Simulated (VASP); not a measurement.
# Ge (R-3m) in VASP: further runs

Runs on Ge. Level: PBE. Tasks: single point.

Everything below comes from runs of VASP 6.6.1. Logs are shortened: lines on timing, memory, paths and dates and some standing lists are left out, and cuts for length are marked.

## 1. The cell of the first run

It takes space group R-3m (No. 166, trigonal). The conventional cell has a = 3.932 Å, b = 3.932 Å, c = 9.895 Å, α = 90.00°, β = 90.00°, γ = 120.00°. Ge (site symmetry 3m) has 4 Ge at 2.42 to 2.45 Å within 3.2 Å.

## 2. Single point, PBE (epitaxial 111 strain -2.0%)

INCAR reads:

```
ALGO = Normal
EDIFF = 1E-6
ENCUT = 520
GGA = PE
ISIF = 2
ISMEAR = -1
LASPH = True
LCHARG = False
LREAL = False
LWAVE = False
NBANDS = 21
NELM = 60
PREC = Accurate
SIGMA = 0.02
```

KPOINTS reads:

```
k-points
0
Gamma
  8 8 8
```

POSCAR reads:

```
Ge
1.0
    0.0508563424      2.8309923842      2.8309923842
    2.8309923842      0.0508563424      2.8309923842
    2.8309923842      2.8309923842      0.0508563424
Ge
2
Direct
    0.0011273318      0.0011273318      0.0011273318
    0.2488726682      0.2488726682      0.2488726682
```

Potentials or basis: VASP PAW PBE potentials, release 64 (Ge_d).

Started as:

```console
> cat potpaw_PBE.64/Ge_d/POTCAR > POTCAR
> mpirun -np 1 vasp_std > vasp.out
```

OUTCAR:

```text
EDIFF = 1E-6
   ENCUT = 520
   GGA = PE
   ISIF = 2
   ISMEAR = -1
   LASPH = True
   LREAL = False
   NELM = 60
   PREC = Accurate

 ion  position               nearest neighbor table
   1  0.001  0.001  0.001-   2 2.42   2 2.42   2 2.42   2 2.45
   2  0.249  0.249  0.249-   1 2.42   1 2.42   1 2.42   1 2.45

  LATTYP: Found a trigonal (rhomboedric) cell.
 ALAT       =     4.0039508147
 COS(alpha) =     0.5178805769

  Lattice vectors:

 A1 = (   0.0508563424,   2.8309923842,   2.8309923842)
 A2 = (   2.8309923842,   0.0508563424,   2.8309923842)
 A3 = (   2.8309923842,   2.8309923842,   0.0508563424)

Analysis of symmetry for initial positions (statically):
=====================================================================
 Subroutine PRICEL returns:
 Original cell was already a primitive cell.

 Routine SETGRP: Setting up the symmetry group for a
 trigonal (rhombohedral) supercell.

 Subroutine GETGRP returns: Found 12 space group operations
 (whereof  6 operations were pure point group operations)
 out of a pool of 12 trial point group operations.

The static configuration has the point symmetry C_3v.
 The point group associated with its full space group is D_3d.

Analysis of symmetry for dynamics (positions and initial velocities):
=====================================================================
 Subroutine PRICEL returns:
 Original cell was already a primitive cell.

 Routine SETGRP: Setting up the symmetry group for a
 trigonal (rhombohedral) supercell.

 Subroutine GETGRP returns: Found 12 space group operations
 (whereof  6 operations were pure point group operations)
 out of a pool of 12 trial point group operations.

The dynamic configuration has the point symmetry C_3v.
 The point group associated with its full space group is D_3d.

 Subroutine INISYM returns: Found 12 space group operations
 (whereof  6 operations are pure point group operations),
 and found     1 'primitive' translations

----------------------------------------------------------------------------------------

                                     Primitive cell

  volume of cell :      44.1554

  direct lattice vectors                    reciprocal lattice vectors
     0.050856342  2.830992384  2.830992384    -0.181448335  0.178246293  0.178246293
     2.830992384  0.050856342  2.830992384     0.178246293 -0.181448335  0.178246293
     2.830992384  2.830992384  0.050856342     0.178246293  0.178246293 -0.181448335

  length of vectors
     4.003950815  4.003950815  4.003950815     0.310591340  0.310591340  0.310591340

  position of ions in fractional coordinates (direct lattice)
     0.001127332  0.001127332  0.001127332
     0.248872668  0.248872668  0.248872668

  ion indices of the primitive-cell ions
   primitive index   ion index
                 1           1
                 2           2

----------------------------------------------------------------------------------------

 KPOINTS: k-points

Automatic generation of k-mesh.
 Grid dimensions read from file:
 generate k-points for:    8    8    8

 Generating k-lattice:

  Cartesian coordinates                     Fractional coordinates (reciprocal lattice)
    -0.022681042  0.022280787  0.022280787     0.125000000  0.000000000  0.000000000
     0.022280787 -0.022681042  0.022280787     0.000000000  0.125000000  0.000000000
     0.022280787  0.022280787 -0.022681042     0.000000000  0.000000000  0.125000000

  Length of vectors
     0.038823917  0.038823917  0.038823917

  Shift w.r.t. Gamma in fractional coordinates (k-lattice)
     0.000000000  0.000000000  0.000000000

 Subroutine IBZKPT returns following result:
 ===========================================

 Found     65 irreducible k-points:

 Following reciprocal coordinates:
            Coordinates               Weight
  0.000000  0.000000  0.000000      1.000000
  0.125000 -0.000000 -0.000000      6.000000
  0.250000 -0.000000 -0.000000      6.000000
  0.375000  0.000000  0.000000      6.000000
  0.500000 -0.000000 -0.000000      3.000000
[... 49 lines left out ...]
      6     -19.3649      2.00000
[... 13 lines left out ...]
     20      14.7970      0.00000
     21      14.7970      0.00000

 k-point     2 :       0.1250   -0.0000   -0.0000
  band No.  band energies     occupation
      1     -19.6247      2.00000
      2     -19.6167      2.00000
      3     -19.6047      2.00000
      4     -19.5602      2.00000
      5     -19.5580      2.00000
      6     -19.3707      2.00000
[... 13 lines left out ...]
     20      13.7806      0.00000
     21      13.9124      0.00000

 k-point     3 :       0.2500   -0.0000   -0.0000
  band No.  band energies     occupation
      1     -19.6336      2.00000
      2     -19.6227      2.00000
      3     -19.6027      2.00000
      4     -19.5407      2.00000
      5     -19.5400      2.00000
      6     -19.3788      2.00000
[... 13 lines left out ...]
     20      13.4732      0.00000
     21      13.7529      0.00000

 k-point     4 :       0.3750    0.0000    0.0000
  band No.  band energies     occupation
      1     -19.6376      2.00000
      2     -19.6275      2.00000
      3     -19.5950      2.00000
      4     -19.5324      2.00000
      5     -19.5257      2.00000
      6     -19.3860      2.00000
[... 13 lines left out ...]
     20      14.7202      0.00000
     21      15.0773      0.00000

 k-point     5 :       0.5000   -0.0000   -0.0000
  band No.  band energies     occupation
      1     -19.6384      2.00000
      2     -19.6286      2.00000
      3     -19.5916      2.00000
      4     -19.5308      2.00000
      5     -19.5211      2.00000
      6     -19.3895      2.00000
[... 13 lines left out ...]
     20      16.5296      0.00000
     21      16.6085      0.00000
[... 382 lines left out ...]
     20      17.1520      0.00000
     21      18.1958      0.00000

 k-point    22 :       0.1250    0.1250    0.1250
  band No.  band energies     occupation
      1     -19.6255      2.00000
      2     -19.6255      2.00000
      3     -19.5952      2.00000
      4     -19.5615      2.00000
      5     -19.5615      2.00000
      6     -19.3657      2.00000
[... 13 lines left out ...]
     20      13.9411      0.00000
     21      13.9411      0.00000

 k-point    23 :       0.2500    0.1250    0.1250
  band No.  band energies     occupation
      1     -19.6360      2.00000
      2     -19.6267      2.00000
      3     -19.5970      2.00000
      4     -19.5525      2.00000
      5     -19.5418      2.00000
      6     -19.3769      2.00000
[... 13 lines left out ...]
     20      13.6661      0.00000
     21      13.9587      0.00000

 k-point    24 :       0.3750    0.1250    0.1250
  band No.  band energies     occupation
      1     -19.6431      2.00000
      2     -19.6363      2.00000
      3     -19.5851      2.00000
      4     -19.5405      2.00000
      5     -19.5194      2.00000
      6     -19.3964      2.00000
[... 13 lines left out ...]
     20      14.0242      0.00000
     21      15.5618      0.00000

 [... further k-points ...]

------------------------ aborting loop because EDIFF is reached ----------------------------------------

  FORCE on cell =-STRESS in cart. coord.  units (eV):
  Direction    XX          YY          ZZ          XY          YZ          ZX
  --------------------------------------------------------------------------------------
  -------------------------------------------------------------------------------------
  Total        1.5356071      1.5356071      1.5356071     -0.3367611     -0.3367611     -0.3367611
  in kB       55.7194041     55.7194041     55.7194041    -12.2193543    -12.2193543    -12.2193543
  external PRESSURE =      55.7194041 kB  Pullay stress =       0.0000000 kB

 VOLUME and BASIS-vectors are now :
 -----------------------------------------------------------------------------
  energy-cutoff  :      520.00
  volume of cell :       44.16
      direct lattice vectors                 reciprocal lattice vectors
     0.050856342  2.830992384  2.830992384    -0.181448335  0.178246293  0.178246293
     2.830992384  0.050856342  2.830992384     0.178246293 -0.181448335  0.178246293
     2.830992384  2.830992384  0.050856342     0.178246293  0.178246293 -0.181448335

 POSITION                                       TOTAL-FORCE (eV/Angst)
 -----------------------------------------------------------------------------------
      0.00644      0.00644      0.00644         0.017444      0.017444      0.017444
      1.42177      1.42177      1.42177        -0.017444     -0.017444     -0.017444
 -----------------------------------------------------------------------------------
    total drift:                               -0.000000     -0.000000      0.000000

  FREE ENERGIE OF THE ION-ELECTRON SYSTEM (eV)
  ---------------------------------------------------
  free  energy   TOTEN  =        -8.9583485181 eV

  energy  without entropy=       -8.9582029053  energy(sigma->0) =       -8.95827571
```

It took 23 s on 1 thread of Intel Xeon 6975P-C (Granite Rapids), shared host; peak memory 0.19 GiB.

What came out:

```yaml
Free_energy: -8.9583 eV
Pressure: 5.6 GPa
Largest_force: 0.030 eV/Å
Band_gap_on_the_k_mesh: 0.08 eV, indirect (least direct gap 0.14 eV)
```

Forces on the atoms (eV/Å):
```
Ge   0.017  0.017  0.017
Ge  -0.017 -0.017 -0.017
```

Stress tensor (GPa, compression positive):
```
 5.57 -1.22 -1.22
-1.22  5.57 -1.22
-1.22 -1.22  5.57
```

Levels at points of the mesh, in eV from the valence-band top:
| k point | band 12 | band 13 | band 14 | band 15 | band 16 | band 17 |
| --- | --- | --- | --- | --- | --- | --- |
| (0.00, 0.00, 0.00) | -0.25 | 0.00 | 0.00 | 0.14 | 2.35 | 2.58 |
| (0.50, 0.00, 0.00) | -7.79 | -1.63 | -1.52 | 0.08 | 3.59 | 3.70 |
| (0.50, 0.50, 0.00) | -9.02 | -3.35 | -3.13 | 0.49 | 0.78 | 9.57 |
| (0.50, 0.50, 0.50) | -7.83 | -1.38 | -1.38 | 0.47 | 3.80 | 3.80 |

Caveat: the cell differs from its parent crystal (epitaxial 111 strain -2.0%).

## 3. Single point, PBE (epitaxial 111 strain -1.0%)

INCAR reads:

```
SYSTEM = Ge
PREC     = Accurate       ! precision mode
ENCUT    = 520            ! plane-wave cutoff, eV
EDIFF    = 1E-7           ! SCF threshold, eV
ISMEAR   = -1             ! smearing method
SIGMA    = 0.02           ! smearing width, eV
LREAL    = .FALSE.        ! projectors in reciprocal space
LASPH    = .TRUE.         ! aspherical terms in the spheres
NELM     = 100            ! most SCF steps
ALGO     = Normal         ! electronic algorithm
ISIF     = 2              ! what is computed and relaxed
LWAVE    = .FALSE.        ! write WAVECAR
LCHARG   = .TRUE.         ! write CHGCAR
GGA      = PE             ! functional
LELF     = .TRUE.         ! ELF
LVHAR    = .TRUE.       
NBANDS   = 21             ! bands
```

KPOINTS reads:

```
Automatic mesh
0
G
  8 8 8
  0 0 0
```

POSCAR reads:

```
Ge
1.0
    0.0258048436      2.8343096205      2.8343096205
    2.8343096205      0.0258048436      2.8343096205
    2.8343096205      2.8343096205      0.0258048436
Ge
2
Direct
    0.0005671999      0.0005671999      0.0005671999
    0.2494328001      0.2494328001      0.2494328001
```

Potentials or basis: VASP PAW PBE potentials, release 64 (Ge_d).

Started as:

```console
> cat potpaw_PBE.64/Ge_d/POTCAR > POTCAR
> mpirun -np 1 vasp_std > vasp.out
```

It took 27 s on 1 thread of Intel Xeon 6975P-C (Granite Rapids), shared host; peak memory 0.19 GiB.

It converged, with:

```yaml
Free_energy: -8.9880 eV
Pressure: 4.2 GPa
Largest_force: 0.014 eV/Å
Band_gap_on_the_k_mesh: 0.06 eV, direct
```

Forces in eV/Å, atoms in the order of the input:
```
Ge   0.008  0.008  0.008
Ge  -0.008 -0.008 -0.008
```

Stress tensor (GPa, compression positive):
```
 4.16 -0.59 -0.59
-0.59  4.16 -0.59
-0.59 -0.59  4.16
```

Levels at points of the mesh, in eV from the valence-band top:
```
           k point  band 11  band 12  band 13  band 14  band 15  band 16  band 17  band 18
(0.00, 0.00, 0.00)   -12.87    -0.12     0.00     0.00     0.06     2.44     2.56     2.56
(0.50, 0.00, 0.00)   -10.74    -7.67    -1.51    -1.45     0.12     3.67     3.72     7.07
(0.50, 0.50, 0.00)    -8.98    -8.93    -3.20    -3.09     0.63     0.78     9.51     9.55
(0.50, 0.50, 0.50)   -10.83    -7.69    -1.38    -1.38     0.31     3.77     3.77     7.18
```

Caveat: the cell differs from its parent crystal (epitaxial 111 strain -1.0%). A k mesh can miss the band edges.

## 4. Single point, PBE (epitaxial 111 strain +1.0%)

INCAR reads:

```
PREC = Accurate
ENCUT = 520
EDIFF = 1E-7
ISMEAR = -1
SIGMA = 0.02
LREAL = False
LASPH = True
NELM = 80
ALGO = Normal
ISIF = 2
LWAVE = False
LCHARG = True
GGA = PE
LELF = True
LVHAR = True
NBANDS = 21
```

KPOINTS reads:

```
Automatic mesh
0
Gamma
  8 8 8
```

POSCAR reads:

```
Ge
1.0
   -0.0252940762      2.8399481710      2.8399481710
    2.8399481710     -0.0252940762      2.8399481710
    2.8399481710      2.8399481710     -0.0252940762
Ge
2
Direct
   -0.0005465283     -0.0005465283     -0.0005465283
    0.2505465283      0.2505465283      0.2505465283
```

Started as:

```console
> cat potpaw_PBE.64/Ge_d/POTCAR > POTCAR
> mpirun -np 1 vasp_std > vasp.out
```

Wall time 30 s (1 thread of Intel Xeon 6975P-C (Granite Rapids), shared host); peak memory 0.19 GiB.

Results (log left out):

```yaml
Free_energy: -9.0166 eV
Pressure: 1.8 GPa
Largest_force: 0.028 eV/Å
```

Forces on the atoms (eV/Å):
```
Ge  -0.016 -0.016 -0.016
Ge   0.016  0.016  0.016
```

Stress tensor (GPa, compression positive):
```
1.85 0.50 0.50
0.50 1.85 0.50
0.50 0.50 1.85
```

Levels at points of the mesh, in eV from the Fermi level:
```csv
k point,band 10,band 11,band 12,band 13,band 14,band 15,band 16,band 17,band 18,band 19
"(0.00, 0.00, 0.00)",-24.52,-12.57,-0.18,-0.02,-0.02,0.08,2.52,2.52,2.66,6.39
"(0.50, 0.00, 0.00)",-24.49,-10.56,-7.47,-1.35,-1.31,0.17,3.74,3.80,7.16,10.37
"(0.50, 0.50, 0.00)",-24.48,-8.80,-8.75,-3.02,-2.92,0.73,0.87,9.29,9.35,11.35
"(0.50, 0.50, 0.50)",-24.50,-10.47,-7.46,-1.42,-1.42,-0.01,3.69,3.69,7.06,10.48
```

Caveat: the cell differs from its parent crystal (epitaxial 111 strain +1.0%).

## 5. Single point, PBE (epitaxial 111 strain +2.0%)

INCAR reads:

```
  PREC = Accurate
  ENCUT = 520
  EDIFF = 1E-6
  ISMEAR = -1
  SIGMA = 0.02
  LREAL = F
  LASPH = T
  NELM = 60
  ALGO = Normal
  ISIF = 2
  LWAVE = F
  LCHARG = F
  GGA = PE
  NBANDS = 21
```

KPOINTS is that of step 4.

POSCAR reads:

```
Ge
1.0
   -0.0495434509      2.8440675314      2.8440675314
    2.8440675314     -0.0495434509      2.8440675314
    2.8440675314      2.8440675314     -0.0495434509
Ge
2
Direct
   -0.0010765811     -0.0010765811     -0.0010765811
    0.2510765811      0.2510765811      0.2510765811
```

Started as:

```console
> cat potpaw_PBE.64/Ge_d/POTCAR > POTCAR
> mpirun -np 1 vasp_std > vasp.out
```

Run time: 26 s. Hardware: 1 thread of Intel Xeon 6975P-C (Granite Rapids), shared host; peak memory 0.19 GiB.

Results (log left out):

```
Free energy            : -9.0182 eV
Pressure               : 0.8 GPa
Largest force          : 0.030 eV/Å
Band gap on the k mesh : zero (band 14 reaches 4.53 eV, above the bottom of band 15 at 4.41 eV)
```

Forces in eV/Å, atoms in the order of the input:
```
Ge  -0.017 -0.017 -0.017
Ge   0.017  0.017  0.017
```

Stress tensor (GPa, compression positive):
```
0.79 0.92 0.92
0.92 0.79 0.92
0.92 0.92 0.79
```

Levels at points of the mesh, in eV from the Fermi level:
| k point | band 11 | band 12 | band 13 | band 14 | band 15 | band 16 | band 17 | band 18 |
| --- | --- | --- | --- | --- | --- | --- | --- | --- |
| (0.00, 0.00, 0.00) | -12.38 | -0.29 | 0.02 | 0.02 | 0.20 | 2.53 | 2.53 | 2.81 |
| (0.50, 0.00, 0.00) | -10.43 | -7.34 | -1.26 | -1.17 | 0.22 | 3.79 | 3.90 | 7.24 |
| (0.50, 0.50, 0.00) | -8.70 | -8.61 | -2.95 | -2.75 | 0.75 | 1.01 | 9.15 | 9.28 |
| (0.50, 0.50, 0.50) | -10.27 | -7.32 | -1.39 | -1.39 | -0.11 | 3.70 | 3.70 | 7.03 |

Caveat: the cell differs from its parent crystal (epitaxial 111 strain +2.0%).

## 6. Single point, PBE (epitaxial 111 strain +3.0%)

INCAR reads:

```
SYSTEM = Ge
PREC     = Accurate       ! precision mode
ENCUT    = 520            ! plane-wave cutoff, eV
EDIFF    = 1E-7           ! SCF threshold, eV
ISMEAR   = -1             ! smearing method
SIGMA    = 0.02           ! smearing width, eV
LREAL    = .False.        ! projectors in reciprocal space
LASPH    = .True.         ! aspherical terms in the spheres
NELM     = 80             ! most SCF steps
ALGO     = Normal         ! electronic algorithm
ISIF     = 2              ! what is computed and relaxed
LWAVE    = .False.        ! write WAVECAR
LCHARG   = .False.        ! write CHGCAR
GGA      = PE             ! functional
NBANDS   = 21             ! bands
```

KPOINTS reads:

```
Automatic mesh
0
Gamma
  8 8 8
  0 0 0
```

POSCAR reads:

```
Ge
1.0
   -0.0748217750      2.8471579424      2.8471579424
    2.8471579424     -0.0748217750      2.8471579424
    2.8471579424      2.8471579424     -0.0748217750
Ge
2
Direct
   -0.0015854870     -0.0015854870     -0.0015854870
    0.2515854870      0.2515854870      0.2515854870
```

Potentials or basis: VASP PAW PBE potentials, release 64 (Ge_d).

Started as:

```console
> cat potpaw_PBE.64/Ge_d/POTCAR > POTCAR
> mpirun -np 1 vasp_std > vasp.out
```

Wall time 25 s (1 thread of Intel Xeon 6975P-C (Granite Rapids), shared host); peak memory 0.19 GiB.

The run converged. Its results:

| Item | Value |
| --- | --- |
| Free energy | -9.0115 eV |
| Pressure | -0.1 GPa |
| Largest force | 0.064 eV/Å |
| Band gap on the k mesh | zero (band 14 reaches 4.36 eV, above the bottom of band 15 at 4.10 eV) |

Forces on the atoms (eV/Å):
```
Ge  -0.037 -0.037 -0.037
Ge   0.037  0.037  0.037
```

Stress tensor (GPa, compression positive):
```
-0.12  1.31  1.31
 1.31 -0.12  1.31
 1.31  1.31 -0.12
```

Levels at points of the mesh, in eV from the Fermi level:
| k point | band 12 | band 13 | band 14 | band 15 | band 16 | band 17 |
| --- | --- | --- | --- | --- | --- | --- |
| (0.00, 0.00, 0.00) | -0.40 | 0.06 | 0.06 | 0.31 | 2.55 | 2.55 |
| (0.50, 0.00, 0.00) | -7.21 | -1.17 | -1.05 | 0.27 | 3.83 | 4.01 |
| (0.50, 0.50, 0.00) | -8.46 | -2.87 | -2.58 | 0.78 | 1.16 | 8.99 |
| (0.50, 0.50, 0.50) | -7.19 | -1.36 | -1.36 | -0.21 | 3.70 | 3.70 |

Caveat: the cell differs from its parent crystal (epitaxial 111 strain +3.0%).

## 7. Overview

| cell | gap on the mesh (eV) | pressure (GPa) | largest force (eV/Å) |
| --- | --- | --- | --- |
| a = 4.004 Å, angles 58.8°, 2 atoms | 0.08 | 5.6 | 0.03 |
| a = 4.008 Å, angles 59.4°, 2 atoms | 0.06 | 4.2 | 0.01 |
| a = 4.016 Å, angles 60.6°, 2 atoms | - | 1.8 | 0.03 |
| a = 4.022 Å, angles 61.2°, 2 atoms | none | 0.8 | 0.03 |
| a = 4.027 Å, angles 61.7°, 2 atoms | none | -0.1 | 0.06 |

Alike in all rows: task single point; level PBE; potentials or basis VASP PAW PBE potentials, release 64 (Ge_d); no spin polarisation; k mesh 8 × 8 × 8; cutoff (eV) 520; smearing fermi-dirac 0.02 eV.

Total energies depend on the potentials used, so only differences within one code and one set of settings carry meaning.
